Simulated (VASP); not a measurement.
MoS2, a slab with vacuum:

```
CELL_PARAMETERS angstrom
3.11913 0.00000 0.00000
-1.55956 2.70124 0.00000
0.00000 0.00000 16.98073
ATOMIC_POSITIONS crystal
Mo 0.00000 0.00000 0.00000
S 0.33333 0.66667 0.91051
S 0.33333 0.66667 0.08949
```

This cell differs from its parent crystal: volume scaled by 0.94.

Base run:

| Property | Result |
| --- | --- |
| Program | VASP 6.6.1 |
| Functional | PBE |
| Potentials or basis | VASP PAW PBE potentials, release 64 (Mo_sv, S) |
| Cutoff | 520 eV |
| k mesh | 10 × 10 × 2 |
| Occupations | fermi-dirac, width 0.05 eV |
| Spin | no spin polarisation |

Its results: band gap on the k mesh 1.92 eV, indirect (least direct gap 2.10 eV); largest force 1.327 eV/Å.

The run is repeated on the same cell with these changes: functional from PBE to r2SCAN. What comes out?

Band gap on the k mesh 2.01 eV, indirect (least direct gap 2.23 eV); largest force 1.169 eV/Å.

Caveats: the PAW data sets were made with another functional, which shifts forces and pressure a little (some runs).

A k mesh can miss the band edges.
